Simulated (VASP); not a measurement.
# C (Im-3m) in VASP: notebook

Runs on C. Level: PBEsol. Tasks: single point.

All numbers are computed with VASP 6.6.1; they aren't measurements. Logs are shortened: lines on timing, memory, paths and dates and some standing lists are left out, and cuts for length are marked.

## Step 1: The cell of the first run

The structure is cubic, space group Im-3m (No. 229). Conventional cell: a = 2.261 Å, b = 2.261 Å, c = 2.261 Å, α = 90.00°, β = 90.00°, γ = 90.00°. Within 2.6 Å of C (site symmetry m-3m) lie 14 C at 1.96 to 2.26 Å.

## Step 2: Single point, PBEsol (5.78 Å³/atom)

The input, POSCAR:

```
C
1.0
   -1.1305928427      1.1305928427      1.1305928427
    1.1305928427     -1.1305928427      1.1305928427
    1.1305928427      1.1305928427     -1.1305928427
C
1
Direct
    0.0000000000      0.0000000000      0.0000000000
```

The input, INCAR.step1:

```
SYSTEM = C
  PREC = Accurate
  ENCUT = 520
  EDIFF = 1E-6
  ISMEAR = -1
  SIGMA = 0.08
  LREAL = .FALSE.
  LASPH = .TRUE.
  NELM = 60
  ALGO = Normal
  ISIF = 2
  LWAVE = .FALSE.
  LCHARG = .TRUE.
  GGA = PS
  NBANDS = 8
```

The input, KPOINTS.step1:

```
regular mesh
0
G
  22 22 22
  0 0 0
```

The input, INCAR.step2:

```
SYSTEM = C
  PREC = Accurate
  ENCUT = 520
  EDIFF = 1E-6
  ISMEAR = -5
  SIGMA = 0.08
  LREAL = .FALSE.
  LASPH = .TRUE.
  NELM = 60
  ALGO = Normal
  ISIF = 2
  LWAVE = .FALSE.
  LCHARG = .FALSE.
  GGA = PS
  LORBIT = 11
  NBANDS = 8
  NEDOS = 1001
  ICHARG = 11
```

The input, KPOINTS.step2:

```
regular mesh
0
G
  33 33 33
  0 0 0
```

Potentials or basis: VASP PAW PBE potentials, release 64 (C).

Run with:

```
$ cat potpaw_PBE.64/C/POTCAR > POTCAR
$ cp INCAR.step1 INCAR
$ cp KPOINTS.step1 KPOINTS
$ mpirun -np 1 vasp_std > vasp.out
$ cp INCAR.step2 INCAR
$ cp KPOINTS.step2 KPOINTS
$ mpirun -np 1 vasp_std > vasp.out
```

OUTCAR:

```text
SYSTEM = C
   PREC = Accurate
   ENCUT = 520
   EDIFF = 1E-6
   ISMEAR = -5
   LREAL = .FALSE.
   LASPH = .TRUE.
   NELM = 60
   ISIF = 2
   GGA = PS
   LORBIT = 11
   ICHARG = 11

 ion  position               nearest neighbor table
   1  0.000  0.000  0.000-

  LATTYP: Found a body centered cubic cell.
 ALAT       =     2.2611856854

  Lattice vectors:

 A1 = (  -1.1305928427,   1.1305928427,   1.1305928427)
 A2 = (   1.1305928427,  -1.1305928427,   1.1305928427)
 A3 = (   1.1305928427,   1.1305928427,  -1.1305928427)

Analysis of symmetry for initial positions (statically):
=====================================================================
 Subroutine PRICEL returns:
 Original cell was already a primitive cell.

 Routine SETGRP: Setting up the symmetry group for a
 body centered cubic supercell.

 Subroutine GETGRP returns: Found 48 space group operations
 (whereof 48 operations were pure point group operations)
 out of a pool of 48 trial point group operations.

The static configuration has the point symmetry O_h .

Analysis of symmetry for dynamics (positions and initial velocities):
=====================================================================
 Subroutine PRICEL returns:
 Original cell was already a primitive cell.

 Routine SETGRP: Setting up the symmetry group for a
 body centered cubic supercell.

 Subroutine GETGRP returns: Found 48 space group operations
 (whereof 48 operations were pure point group operations)
 out of a pool of 48 trial point group operations.

The dynamic configuration has the point symmetry O_h .

 Subroutine INISYM returns: Found 48 space group operations
 (whereof 48 operations are pure point group operations),
 and found     1 'primitive' translations

----------------------------------------------------------------------------------------

                                     Primitive cell

  volume of cell :       5.7807

  direct lattice vectors                    reciprocal lattice vectors
    -1.130592843  1.130592843  1.130592843     0.000000000  0.442245856  0.442245856
     1.130592843 -1.130592843  1.130592843     0.442245856  0.000000000  0.442245856
     1.130592843  1.130592843 -1.130592843     0.442245856  0.442245856  0.000000000

  length of vectors
[... 84 lines left out ...]
   EDIFFG = 0.1E-04   stopping-criterion for IOM
   NSW    =      0    number of steps for IOM
   IBRION =     -1    ionic relax: 0-MD 1-quasi-New 2-CG
   NFREE  =      0    steps in history (QN), initial steepest desc. (CG)
   ISIF   =      2    stress and relaxation
   ISYM   =      2    0-nonsym 1-usesym 2-fastsym
   POTIM  = 0.5000    time-step for ionic-motion
   TEBEG  =    0.0;   TEEND  =   0.0 temperature during run
   PSTRESS=    0.0 pullay stress
   NELECT =       4.0000    total number of electrons
   NUPDOWN=      -1.0000    fix difference up-down
   EMIN   =  10.00;   EMAX   =-10.00  energy-range for DOS
   EFERMI =   0.00;   METHOD = LEGACY
   ISMEAR =    -5;   SIGMA  =   0.08  broadening in eV -4-tet -1-fermi 0-gaus
   EFERMI_NEDOS =   21; number of points for ismear=-14 and -15
   IALGO  =     38    algorithm
   IMIX   =      4    mixing-type and parameters
     AMIX     =   0.40;   BMIX     =  1.00
     AMIX_MAG =   1.60;   BMIX_MAG =  1.00
  volume/ion in A,a.u.               =       5.78        39.01
  Fermi-wavevector in a.u.,A,eV,Ry     =   1.448000  2.736323 28.527395  2.096704
  Thomas-Fermi vector in A             =   2.565891
   LORBIT       =     11    0 simple, 1 ext, 2 COOP (PROOUT), +10 PAW based schemes
   GGA     = PS    functional components
   LHFCALC =     F    Hartree Fock is set to
   AEXX    =    0.0000 exact exchange contribution
   IVDW    =     0    specifies the selected vdW correction
   LEPSILON=     F    determine dielectric tensor
   LRPA    =     F    only Hartree local field effects (RPA)
 non-spin polarized calculation
 Fermi weights with tetrahedron method with Bloechl corrections
  energy-cutoff  :      520.00
  volume of cell :        5.78
 maximum number of plane-waves:       164

 number of electron       4.0000000 magnetization

 Free energy of the ion-electron system (eV)
  ---------------------------------------------------
  ext. energy  EPLUGINS =         0.00000000
  ---------------------------------------------------
  free energy    TOTEN  =        -5.37608009 eV

  energy without entropy =       -5.37608009  energy(sigma->0) =       -5.37608009

 E-fermi :  10.6175     XC(G=0): -13.9214

 val. band max:       10.6631561413   @ k =  -0.3030   0.3939   0.2121
 cond. band min:      10.4497059443   @ k =   0.2121   0.2121   0.0909
 fundamental gap:     -0.2134501970
 Fermi energy:        10.6175498580

 k-point     1 :       0.0000    0.0000    0.0000
  band No.  band energies     occupation
      1     -11.0928      2.00000
      2      21.1710      0.00000
      3      21.1710      0.00000
      4      21.1710      0.00000
      5      46.2238      0.00000
      6      46.2238      0.00000
      7      46.2238      0.00000
      8      50.6738      0.00000
[... 243 lines left out ...]
 k-point    24 :       0.2121    0.0303   -0.0000
  band No.  band energies     occupation
      1      -8.5285      2.00000
      2      15.1179      0.00000
      3      18.2881      0.00000
      4      20.3395      0.00000
      5      37.2153      0.00000
      6      38.7997      0.00000
      7      47.2440      0.00000
      8      50.7496      0.00000

 [... further k-points ...]

------------------------ aborting loop because EDIFF is reached ----------------------------------------

  FORCE on cell =-STRESS in cart. coord.  units (eV):
  Direction    XX          YY          ZZ          XY          YZ          ZX
  --------------------------------------------------------------------------------------
  -------------------------------------------------------------------------------------
  Total        1.0362628      1.0362628      1.0362628      0.0000000      0.0000000      0.0000000
  in kB      287.2114727    287.2114727    287.2114727      0.0000000      0.0000000      0.0000000
  external PRESSURE =     287.2114727 kB  Pullay stress =       0.0000000 kB

 VOLUME and BASIS-vectors are now :
 -----------------------------------------------------------------------------
  energy-cutoff  :      520.00
  volume of cell :        5.78
      direct lattice vectors                 reciprocal lattice vectors
    -1.130592843  1.130592843  1.130592843     0.000000000  0.442245856  0.442245856
     1.130592843 -1.130592843  1.130592843     0.442245856  0.000000000  0.442245856
     1.130592843  1.130592843 -1.130592843     0.442245856  0.442245856  0.000000000

 POSITION                                       TOTAL-FORCE (eV/Angst)
 -----------------------------------------------------------------------------------
      0.00000      0.00000      0.00000         0.000000      0.000000      0.000000
 -----------------------------------------------------------------------------------
    total drift:                               -0.000000     -0.000000      0.000000

  FREE ENERGIE OF THE ION-ELECTRON SYSTEM (eV)
  ---------------------------------------------------
  free  energy   TOTEN  =        -5.3760800926 eV

  energy  without entropy=       -5.3760800926  energy(sigma->0) =       -5.37608009

 total charge

# of ion       s       p       d       tot
------------------------------------------
    1        0.986   1.180   0.000   2.166
```

OUTCAR.step1:

```text
SYSTEM = C
   PREC = Accurate
   ENCUT = 520
   EDIFF = 1E-6
   ISMEAR = -1
   LREAL = .FALSE.
[... 479 lines left out ...]

 POSITION                                       TOTAL-FORCE (eV/Angst)
 -----------------------------------------------------------------------------------
      0.00000      0.00000      0.00000         0.000000     -0.000000      0.000000
 -----------------------------------------------------------------------------------
    total drift:                               -0.000000     -0.000000     -0.000000

  FREE ENERGIE OF THE ION-ELECTRON SYSTEM (eV)
  ---------------------------------------------------
  free  energy   TOTEN  =        -5.3791489608 eV

  energy  without entropy=       -5.3723083236  energy(sigma->0) =       -5.37572864
```

OSZICAR.step1:

```text
N       E                     dE             d eps       ncg     rms          rms(c)
DAV:   1    -0.415631701699E+01   -0.41563E+01   -0.25499E+03  6008   0.497E+02
DAV:   2    -0.537427546014E+01   -0.12180E+01   -0.11308E+01  6832   0.261E+01
DAV:   3    -0.537720308483E+01   -0.29276E-02   -0.29247E-02  5944   0.127E+00
DAV:   4    -0.537720351568E+01   -0.43085E-06   -0.43105E-06  7464   0.141E-02
DAV:   5    -0.537720351535E+01    0.33441E-09   -0.43783E-10  6064   0.726E-05    0.133E+00
DAV:   6    -0.537839740878E+01   -0.11939E-02   -0.14229E-04  6096   0.915E-02    0.785E-01
DAV:   7    -0.537914859636E+01   -0.75119E-03   -0.34658E-04  5968   0.144E-01    0.378E-02
DAV:   8    -0.537914896077E+01   -0.36441E-06   -0.47459E-06  6064   0.149E-02
   1 F= -.53791490E+01 E0= -.53757286E+01  d E =-.684064E-02
```

Wall time 55 s (1 thread of Intel Xeon 8259CL, shared host); peak memory 0.2 GiB.

What came out:

```yaml
Valence_electrons_inside_the_program's_atomic_spheres: C 2.17
```

Caveat: the PAW data sets were made with another functional, which shifts forces and pressure a little; tetrahedron occupations give inexact forces and stress in metals.

## Step 3: Single point, PBEsol

This run uses another cell than the first one, of 6.42 Å³/atom.

The input, POSCAR:

```
C
1.0
   -1.1710049440      1.1710049440      1.1710049440
    1.1710049440     -1.1710049440      1.1710049440
    1.1710049440      1.1710049440     -1.1710049440
C
1
Direct
    0.0000000000      0.0000000000      0.0000000000
```

The input, INCAR.step1:

```
PREC     = Accurate       # precision mode
ENCUT    = 520            # plane-wave cutoff, eV
EDIFF    = 1E-6           # SCF threshold, eV
ISMEAR   = -1             # smearing method
SIGMA    = 0.08           # smearing width, eV
LREAL    = False          # projectors in reciprocal space
LASPH    = True           # aspherical terms in the spheres
NELM     = 60             # most SCF steps
ALGO     = Normal         # electronic algorithm
ISIF     = 2              # what is computed and relaxed
LWAVE    = False          # write WAVECAR
LCHARG   = True           # write CHGCAR
GGA      = PS             # functional
NBANDS   = 8              # bands
```

The input, KPOINTS.step1:

```
regular mesh
0
Gamma
  22 22 22
```

The input, INCAR.step2:

```
PREC     = Accurate       # precision mode
ENCUT    = 520            # plane-wave cutoff, eV
EDIFF    = 1E-6           # SCF threshold, eV
ISMEAR   = -5             # smearing method
SIGMA    = 0.08           # smearing width, eV
LREAL    = False          # projectors in reciprocal space
LASPH    = True           # aspherical terms in the spheres
NELM     = 60             # most SCF steps
ALGO     = Normal         # electronic algorithm
ISIF     = 2              # what is computed and relaxed
LWAVE    = False          # write WAVECAR
LCHARG   = False          # write CHGCAR
GGA      = PS             # functional
LORBIT   = 10             # projections on sites
NEDOS    = 1001           # points of the DOS
ICHARG   = 11             # starting density
```

The input, KPOINTS.step2:

```
regular mesh
0
Gamma
  33 33 33
```

Potentials or basis: VASP PAW PBE potentials, release 64 (C).

Run with:

```
$ cat potpaw_PBE.64/C/POTCAR > POTCAR
$ cp INCAR.step1 INCAR
$ cp KPOINTS.step1 KPOINTS
$ mpirun -np 1 vasp_std > vasp.out
$ cp INCAR.step2 INCAR
$ cp KPOINTS.step2 KPOINTS
$ mpirun -np 1 vasp_std > vasp.out
```

Wall time 51 s (1 thread of Intel Xeon 8259CL, shared host); peak memory 0.18 GiB.

The run converged. Its results:

| Quantity | Value |
| --- | --- |
| Valence electrons inside the program's atomic spheres | C 2.11 |

Levels at points of the mesh, in eV from the Fermi level:
```tsv
k point	band 1	band 2	band 3	band 4	band 5	band 6
(0.00, 0.00, 0.00)	-20.17	9.51	9.51	9.51	33.85	33.85
```

Caveat: the PAW data sets were made with another functional, which shifts forces and pressure a little; tetrahedron occupations give inexact forces and stress in metals.
